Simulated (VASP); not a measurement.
# La2O (Fm-3m) in VASP: further runs

La2O is run at these levels: PBE; tasks: single point, relaxation of cell and atoms.

Everything below comes from runs of VASP 6.6.1. Logs are shortened: lines on timing, memory, paths and dates and some standing lists are left out, and cuts for length are marked.

### Step 1. The cell of the first run

Symmetry: Fm-3m, No. 225, cubic system. The conventional cell has a = 6.385 Å, b = 6.385 Å, c = 6.385 Å, α = 90.00°, β = 90.00°, γ = 90.00°. La (site symmetry -43m) has 4 O at 2.76 Å and 6 La at 3.19 Å within 3.6 Å. O (site symmetry m-3m) has 8 La at 2.76 Å within 3.6 Å.

### Step 2. Single point, PBE

INCAR reads:

```
SYSTEM = La2O
PREC = Accurate ; ENCUT = 520
EDIFF = 1E-6 ; ISMEAR = 0
SIGMA = 0.1 ; LREAL = .FALSE.
LASPH = .TRUE. ; NELM = 100
ALGO = Normal ; ISIF = 2
LWAVE = .FALSE. ; LCHARG = .FALSE.
GGA = PE ; NBANDS = 21
```

KPOINTS reads:

```
regular mesh
0
G
  4 4 4
  0 0 0
```

POSCAR reads:

```
La2O
1.0
    0.0000000000      3.1925913037      3.1925913037
    3.1925913037      0.0000000000      3.1925913037
    3.1925913037      3.1925913037      0.0000000000
La O
2 1
Direct
    0.2500000000      0.2500000000      0.2500000000
    0.7500000000      0.7500000000      0.7500000000
    0.0000000000      0.0000000000      0.0000000000
```

Potentials or basis: VASP PAW PBE potentials, release 64 (La, O).

Launch:

```console
> cat potpaw_PBE.64/La/POTCAR potpaw_PBE.64/O/POTCAR > POTCAR
> mpirun -np 1 vasp_std > vasp.out
```

OUTCAR:

```text
SYSTEM = La2O
   PREC = Accurate
   ENCUT = 520
   EDIFF = 1E-6
   ISMEAR = 0
   LREAL = .FALSE.
   LASPH = .TRUE.
   NELM = 100
   ISIF = 2
   GGA = PE

 ion  position               nearest neighbor table
   1  0.250  0.250  0.250-   3 2.76   3 2.76   3 2.76   3 2.76   2 3.19   2 3.19   2 3.19   2 3.19
                             2 3.19   2 3.19
   2  0.750  0.750  0.750-   3 2.76   3 2.76   3 2.76   3 2.76   1 3.19   1 3.19   1 3.19   1 3.19
                             1 3.19   1 3.19
   3  0.000  0.000  0.000-   2 2.76   2 2.76   2 2.76   1 2.76   1 2.76   1 2.76   2 2.76   1 2.76

  LATTYP: Found a face centered cubic cell.
 ALAT       =     6.3851826074

  Lattice vectors:

 A1 = (   0.0000000000,   3.1925913037,   3.1925913037)
 A2 = (   3.1925913037,   0.0000000000,   3.1925913037)
 A3 = (   3.1925913037,   3.1925913037,   0.0000000000)

Analysis of symmetry for initial positions (statically):
=====================================================================
 Subroutine PRICEL returns:
 Original cell was already a primitive cell.

 Routine SETGRP: Setting up the symmetry group for a
 face centered cubic supercell.

 Subroutine GETGRP returns: Found 48 space group operations
 (whereof 48 operations were pure point group operations)
 out of a pool of 48 trial point group operations.

The static configuration has the point symmetry O_h .

Analysis of symmetry for dynamics (positions and initial velocities):
=====================================================================
 Subroutine PRICEL returns:
 Original cell was already a primitive cell.

 Routine SETGRP: Setting up the symmetry group for a
 face centered cubic supercell.

 Subroutine GETGRP returns: Found 48 space group operations
 (whereof 48 operations were pure point group operations)
 out of a pool of 48 trial point group operations.

The dynamic configuration has the point symmetry O_h .

 Subroutine INISYM returns: Found 48 space group operations
 (whereof 48 operations are pure point group operations),
 and found     1 'primitive' translations

----------------------------------------------------------------------------------------

                                     Primitive cell

  volume of cell :      65.0819

  direct lattice vectors                    reciprocal lattice vectors
     0.000000000  3.192591304  3.192591304    -0.156612592  0.156612592  0.156612592
     3.192591304  0.000000000  3.192591304     0.156612592 -0.156612592  0.156612592
[... 70 lines left out ...]
   EDIFF  = 0.1E-05   stopping-criterion for ELM
   LREAL  =      F    real-space projection
   EDIFFG = 0.1E-04   stopping-criterion for IOM
   NSW    =      0    number of steps for IOM
   IBRION =     -1    ionic relax: 0-MD 1-quasi-New 2-CG
   NFREE  =      0    steps in history (QN), initial steepest desc. (CG)
   ISIF   =      2    stress and relaxation
   ISYM   =      2    0-nonsym 1-usesym 2-fastsym
   POTIM  = 0.5000    time-step for ionic-motion
   TEBEG  =    0.0;   TEEND  =   0.0 temperature during run
   PSTRESS=    0.0 pullay stress
   NELECT =      28.0000    total number of electrons
   NUPDOWN=      -1.0000    fix difference up-down
   EMIN   =  10.00;   EMAX   =-10.00  energy-range for DOS
   EFERMI =   0.00;   METHOD = LEGACY
   ISMEAR =     0;   SIGMA  =   0.10  broadening in eV -4-tet -1-fermi 0-gaus
   EFERMI_NEDOS =   21; number of points for ismear=-14 and -15
   IALGO  =     38    algorithm
   IMIX   =      4    mixing-type and parameters
     AMIX     =   0.40;   BMIX     =  1.00
     AMIX_MAG =   1.60;   BMIX_MAG =  1.00
  volume/ion in A,a.u.               =      21.69       146.40
  Fermi-wavevector in a.u.,A,eV,Ry     =   1.235874  2.335463 20.781327  1.527384
  Thomas-Fermi vector in A             =   2.370506
   LORBIT       =      0    0 simple, 1 ext, 2 COOP (PROOUT), +10 PAW based schemes
   GGA     = PE    functional components
   LHFCALC =     F    Hartree Fock is set to
   AEXX    =    0.0000 exact exchange contribution
   IVDW    =     0    specifies the selected vdW correction
   LEPSILON=     F    determine dielectric tensor
   LRPA    =     F    only Hartree local field effects (RPA)
 non-spin polarized calculation
 Gauss-broadening in eV      SIGMA  =   0.10
  energy-cutoff  :      520.00
  volume of cell :       65.08
 maximum number of plane-waves:      1807
 NGX is ok and might be reduce to    36
   NGX = 17   NGY = 17   NGZ = 17

 number of electron      28.0000003 magnetization

 Free energy of the ion-electron system (eV)
  ---------------------------------------------------
  ext. energy  EPLUGINS =         0.00000000
  ---------------------------------------------------
  free energy    TOTEN  =       -18.44982304 eV

  energy without entropy =      -18.43364491  energy(sigma->0) =      -18.44173398

 E-fermi :  10.2512     XC(G=0): -10.6944

 val. band max:       10.1950317101   @ k =   0.5000   0.2500   0.0000
 cond. band min:      10.4142374419   @ k =  -0.2500   0.5000   0.2500
 fundamental gap:      0.2192057318
 Fermi energy:        10.2511730997

 k-point     1 :       0.0000    0.0000    0.0000
  band No.  band energies     occupation
      1     -23.0995      2.00000
      2     -22.0290      2.00000
      3      -8.4297      2.00000
      4      -7.2046      2.00000
      5      -7.2046      2.00000
      6      -7.2046      2.00000
[... 181 lines left out ...]
     20      11.9509      0.00000
     21      12.2606      0.00000

------------------------ aborting loop because EDIFF is reached ----------------------------------------

  FORCE on cell =-STRESS in cart. coord.  units (eV):
  Direction    XX          YY          ZZ          XY          YZ          ZX
  --------------------------------------------------------------------------------------
  -------------------------------------------------------------------------------------
  Total       -0.1030201     -0.1030201     -0.1030201      0.0000000      0.0000000     -0.0000000
  in kB       -2.5361369     -2.5361369     -2.5361369      0.0000000      0.0000000     -0.0000000
  external PRESSURE =      -2.5361369 kB  Pullay stress =       0.0000000 kB

 VOLUME and BASIS-vectors are now :
 -----------------------------------------------------------------------------
  energy-cutoff  :      520.00
  volume of cell :       65.08
      direct lattice vectors                 reciprocal lattice vectors
     0.000000000  3.192591304  3.192591304    -0.156612592  0.156612592  0.156612592
     3.192591304  0.000000000  3.192591304     0.156612592 -0.156612592  0.156612592
     3.192591304  3.192591304  0.000000000     0.156612592  0.156612592 -0.156612592

 POSITION                                       TOTAL-FORCE (eV/Angst)
 -----------------------------------------------------------------------------------
      1.59630      1.59630      1.59630        -0.000000     -0.000000     -0.000000
      4.78889      4.78889      4.78889         0.000000      0.000000      0.000000
      0.00000      0.00000      0.00000        -0.000000     -0.000000     -0.000000
 -----------------------------------------------------------------------------------
    total drift:                                0.000000      0.000000      0.000000

  FREE ENERGIE OF THE ION-ELECTRON SYSTEM (eV)
  ---------------------------------------------------
  free  energy   TOTEN  =       -18.4498230406 eV

  energy  without entropy=      -18.4336449115  energy(sigma->0) =      -18.44173398
```

OSZICAR:

```text
N       E                     dE             d eps       ncg     rms          rms(c)
DAV:   1     0.313075849625E+03    0.31308E+03   -0.10227E+04   344   0.205E+03
DAV:   2     0.303989252447E+02   -0.28268E+03   -0.27661E+03   544   0.333E+02
DAV:   3    -0.161914129906E+02   -0.46590E+02   -0.45705E+02   552   0.168E+02
DAV:   4    -0.191878037403E+02   -0.29964E+01   -0.29142E+01   624   0.347E+01
DAV:   5    -0.194376107132E+02   -0.24981E+00   -0.24837E+00   624   0.101E+01    0.763E+00
DAV:   6    -0.186053055774E+02    0.83231E+00   -0.11847E+01   528   0.154E+01    0.503E+00
DAV:   7    -0.184518597934E+02    0.15345E+00   -0.18046E+00   648   0.981E+00    0.232E+00
DAV:   8    -0.184525573846E+02   -0.69759E-03   -0.19646E-01   544   0.353E+00    0.544E-01
DAV:   9    -0.184498074462E+02    0.27499E-02   -0.26690E-02   624   0.144E+00    0.205E-01
DAV:  10    -0.184498074436E+02    0.25684E-08   -0.28035E-03   576   0.429E-01    0.474E-02
DAV:  11    -0.184498158700E+02   -0.84263E-05   -0.39306E-04   600   0.152E-01    0.174E-02
DAV:  12    -0.184498229841E+02   -0.71142E-05   -0.31926E-05   584   0.496E-02    0.560E-03
DAV:  13    -0.184498230406E+02   -0.56510E-07   -0.23542E-06   440   0.159E-02
   1 F= -.18449823E+02 E0= -.18441734E+02  d E =-.161781E-01
```

stdout:

```text
POSCAR found type information on POSCAR LaO
 POSCAR found :  2 types and       3 ions
 scaLAPACK will be used
 LDA part: xc-table for (Slater+PW92), standard interpolation
 POSCAR, INCAR and KPOINTS ok, starting setup
 FFT: planning ... GRIDC
 FFT: planning ... GRID_SOFT
 FFT: planning ... GRID
 WAVECAR not read
 entering main loop
```

It took 27 s on 1 thread of Intel Xeon Platinum 8259CL at 2.50GHz (Skylake/Cascade Lake), shared host; peak memory 0.21 GiB.

What came out:

```
Free energy            : -18.4498 eV
Pressure               : -0.3 GPa
Band gap on the k mesh : zero (band 14 reaches 10.78 eV, above the bottom of band 15 at 8.71 eV)
```

Levels at points of the mesh, in eV from the Fermi level:
| k point | band 10 | band 11 | band 12 | band 13 | band 14 | band 15 | band 16 | band 17 | band 18 | band 19 |
| --- | --- | --- | --- | --- | --- | --- | --- | --- | --- | --- |
| (0.00, 0.00, 0.00) | -5.52 | -5.52 | -5.52 | -1.70 | -1.70 | -1.54 | 1.12 | 1.12 | 1.12 | 1.92 |
| (0.50, 0.00, 0.00) | -4.75 | -4.75 | -4.31 | -0.76 | 0.53 | 0.53 | 1.34 | 1.34 | 1.35 | 1.35 |
| (0.50, 0.50, 0.00) | -5.10 | -4.25 | -4.25 | -2.12 | -0.69 | 0.40 | 1.15 | 1.23 | 1.53 | 1.53 |

Caveat: the k points lie up to 0.43 Å⁻¹ apart; spin-orbit coupling is left out, which moves the levels of the heavy elements.

### Step 3. Single point, PBE

This run uses another cell than the first one, of 25.73 Å³/atom, 1.186 times its volume.

INCAR reads:

```
PREC = Accurate
ENCUT = 520
EDIFF = 1E-6
ISMEAR = 0
SIGMA = 0.1
LREAL = False
LASPH = True
NELM = 80
ALGO = Normal
ISIF = 2
LWAVE = False
LCHARG = False
GGA = PE
NBANDS = 21
```

KPOINTS reads:

```
regular mesh
0
Gamma
  4 4 4
```

POSCAR reads:

```
La2O
1.0
    0.0000000000      3.3793357300      3.3793357300
    3.3793357300      0.0000000000      3.3793357300
    3.3793357300      3.3793357300      0.0000000000
La O
2 1
Direct
    0.2500000000      0.2500000000      0.2500000000
    0.7500000000      0.7500000000      0.7500000000
    0.0000000000      0.0000000000      0.0000000000
```

Potentials or basis: VASP PAW PBE potentials, release 64 (La, O).

Launch:

```console
> cat potpaw_PBE.64/La/POTCAR potpaw_PBE.64/O/POTCAR > POTCAR
> mpirun -np 1 vasp_std > vasp.out
```

OUTCAR:

```text
PREC = Accurate
   ENCUT = 520
   EDIFF = 1E-6
   ISMEAR = 0
   LREAL = False
   LASPH = True
   NELM = 80
   ISIF = 2
   GGA = PE

 ion  position               nearest neighbor table
   1  0.250  0.250  0.250-   2 3.38   2 3.38   2 3.38   2 3.38   2 3.38   2 3.38
   2  0.750  0.750  0.750-   1 3.38   1 3.38   1 3.38   1 3.38   1 3.38   1 3.38
   3  0.000  0.000  0.000-

  LATTYP: Found a face centered cubic cell.
 ALAT       =     6.7586714600

  Lattice vectors:

 A1 = (   0.0000000000,   3.3793357300,   3.3793357300)
 A2 = (   3.3793357300,   0.0000000000,   3.3793357300)
 A3 = (   3.3793357300,   3.3793357300,   0.0000000000)

Analysis of symmetry for initial positions (statically):
=====================================================================
 Subroutine PRICEL returns:
 Original cell was already a primitive cell.

 Routine SETGRP: Setting up the symmetry group for a
 face centered cubic supercell.

 Subroutine GETGRP returns: Found 48 space group operations
 (whereof 48 operations were pure point group operations)
 out of a pool of 48 trial point group operations.

The static configuration has the point symmetry O_h .

Analysis of symmetry for dynamics (positions and initial velocities):
=====================================================================
 Subroutine PRICEL returns:
 Original cell was already a primitive cell.

 Routine SETGRP: Setting up the symmetry group for a
 face centered cubic supercell.

 Subroutine GETGRP returns: Found 48 space group operations
 (whereof 48 operations were pure point group operations)
 out of a pool of 48 trial point group operations.

The dynamic configuration has the point symmetry O_h .

 Subroutine INISYM returns: Found 48 space group operations
 (whereof 48 operations are pure point group operations),
[... 94 lines left out ...]
   EMIN   =  10.00;   EMAX   =-10.00  energy-range for DOS
   EFERMI =   0.00;   METHOD = LEGACY
   ISMEAR =     0;   SIGMA  =   0.10  broadening in eV -4-tet -1-fermi 0-gaus
   EFERMI_NEDOS =   21; number of points for ismear=-14 and -15
   IALGO  =     38    algorithm
   IMIX   =      4    mixing-type and parameters
     AMIX     =   0.40;   BMIX     =  1.00
     AMIX_MAG =   1.60;   BMIX_MAG =  1.00
  volume/ion in A,a.u.               =      25.73       173.62
  Fermi-wavevector in a.u.,A,eV,Ry     =   1.167579  2.206404 18.548007  1.363240
  Thomas-Fermi vector in A             =   2.304077
   LORBIT       =      0    0 simple, 1 ext, 2 COOP (PROOUT), +10 PAW based schemes
   GGA     = PE    functional components
   LHFCALC =     F    Hartree Fock is set to
   AEXX    =    0.0000 exact exchange contribution
   IVDW    =     0    specifies the selected vdW correction
   LEPSILON=     F    determine dielectric tensor
   LRPA    =     F    only Hartree local field effects (RPA)
 non-spin polarized calculation
 Gauss-broadening in eV      SIGMA  =   0.10
  energy-cutoff  :      520.00
  volume of cell :       77.18
 maximum number of plane-waves:      2120
   NGX = 17   NGY = 17   NGZ = 17

 number of electron      28.0000002 magnetization

 Free energy of the ion-electron system (eV)
  ---------------------------------------------------
  ext. energy  EPLUGINS =         0.00000000
  ---------------------------------------------------
  free energy    TOTEN  =       -18.07553906 eV

  energy without entropy =      -18.05020476  energy(sigma->0) =      -18.06287191

 E-fermi :   8.3418     XC(G=0):  -9.9231

 val. band max:        8.3041025394   @ k =   0.5000   0.2500   0.0000
 cond. band min:       8.4075901606   @ k =  -0.2500   0.5000   0.2500
 fundamental gap:      0.1034876212
 Fermi energy:         8.3417744061

 k-point     1 :       0.0000    0.0000    0.0000
  band No.  band energies     occupation
      1     -25.0559      2.00000
      2     -24.4654      2.00000
      3      -9.6723      2.00000
      4      -9.0592      2.00000
      5      -9.0592      2.00000
      6      -9.0592      2.00000
[... 181 lines left out ...]
     20       9.7127      0.00000
     21       9.9919      0.00000

------------------------ aborting loop because EDIFF is reached ----------------------------------------

  FORCE on cell =-STRESS in cart. coord.  units (eV):
  Direction    XX          YY          ZZ          XY          YZ          ZX
  --------------------------------------------------------------------------------------
  -------------------------------------------------------------------------------------
  Total       -4.0260980     -4.0260980     -4.0260980     -0.0000000     -0.0000000     -0.0000000
  in kB      -83.5739461    -83.5739461    -83.5739461     -0.0000000     -0.0000000     -0.0000000
  external PRESSURE =     -83.5739461 kB  Pullay stress =       0.0000000 kB

 VOLUME and BASIS-vectors are now :
 -----------------------------------------------------------------------------
  energy-cutoff  :      520.00
  volume of cell :       77.18
      direct lattice vectors                 reciprocal lattice vectors
     0.000000000  3.379335730  3.379335730    -0.147958072  0.147958072  0.147958072
     3.379335730  0.000000000  3.379335730     0.147958072 -0.147958072  0.147958072
     3.379335730  3.379335730  0.000000000     0.147958072  0.147958072 -0.147958072

 POSITION                                       TOTAL-FORCE (eV/Angst)
 -----------------------------------------------------------------------------------
      1.68967      1.68967      1.68967        -0.000000     -0.000000     -0.000000
      5.06900      5.06900      5.06900         0.000000      0.000000      0.000000
      0.00000      0.00000      0.00000        -0.000000     -0.000000     -0.000000
 -----------------------------------------------------------------------------------
    total drift:                                0.000000      0.000000      0.000000

  FREE ENERGIE OF THE ION-ELECTRON SYSTEM (eV)
  ---------------------------------------------------
  free  energy   TOTEN  =       -18.0755390619 eV

  energy  without entropy=      -18.0502047572  energy(sigma->0) =      -18.06287191
```

OSZICAR:

```text
N       E                     dE             d eps       ncg     rms          rms(c)
DAV:   1     0.298846445699E+03    0.29885E+03   -0.10095E+04   344   0.187E+03
DAV:   2     0.464835777918E+02   -0.25236E+03   -0.24657E+03   536   0.324E+02
DAV:   3    -0.127558393317E+02   -0.59239E+02   -0.57351E+02   528   0.161E+02
DAV:   4    -0.186120864041E+02   -0.58562E+01   -0.56956E+01   656   0.431E+01
DAV:   5    -0.191490052495E+02   -0.53692E+00   -0.50891E+00   552   0.149E+01    0.744E+00
DAV:   6    -0.183046248752E+02    0.84438E+00   -0.15891E+01   520   0.167E+01    0.557E+00
DAV:   7    -0.180711827701E+02    0.23344E+00   -0.32068E+00   664   0.126E+01    0.200E+00
DAV:   8    -0.180788652128E+02   -0.76824E-02   -0.27549E-01   528   0.386E+00    0.625E-01
DAV:   9    -0.180755144323E+02    0.33508E-02   -0.32667E-02   624   0.173E+00    0.259E-01
DAV:  10    -0.180755033326E+02    0.11100E-04   -0.39041E-03   600   0.438E-01    0.769E-02
DAV:  11    -0.180755337405E+02   -0.30408E-04   -0.42580E-04   608   0.172E-01    0.154E-02
DAV:  12    -0.180755397039E+02   -0.59635E-05   -0.57704E-05   584   0.436E-02    0.885E-03
DAV:  13    -0.180755393192E+02    0.38478E-06   -0.16035E-05   552   0.238E-02    0.253E-03
DAV:  14    -0.180755390619E+02    0.25721E-06   -0.20582E-06   384   0.129E-02
   1 F= -.18075539E+02 E0= -.18062872E+02  d E =-.253343E-01
```

Wall time 25 s (1 thread of Intel Xeon Platinum 8259CL at 2.50GHz (Skylake/Cascade Lake), shared host); peak memory 0.21 GiB.

Results:

```yaml
Free_energy: -18.0755 eV
Pressure: -8.4 GPa
Band_gap_on_the_k_mesh: zero (band 14 reaches 8.89 eV, above the bottom of band 15 at 7.01 eV)
```

Levels at points of the mesh, in eV from the Fermi level:
| k point | band 11 | band 12 | band 13 | band 14 | band 15 | band 16 | band 17 | band 18 |
| --- | --- | --- | --- | --- | --- | --- | --- | --- |
| (0.00, 0.00, 0.00) | -4.64 | -4.64 | -1.82 | -1.33 | -1.33 | 0.96 | 0.96 | 0.96 |
| (0.50, 0.00, 0.00) | -4.09 | -3.89 | -0.61 | 0.54 | 0.54 | 1.07 | 1.07 | 1.10 |
| (0.50, 0.50, 0.00) | -3.71 | -3.71 | -1.71 | -0.52 | 0.18 | 0.80 | 1.11 | 1.28 |

Caveat: the k points lie up to 0.40 Å⁻¹ apart; spin-orbit coupling is left out, which moves the levels of the heavy elements.

(Part 1 of 2 ends here.)
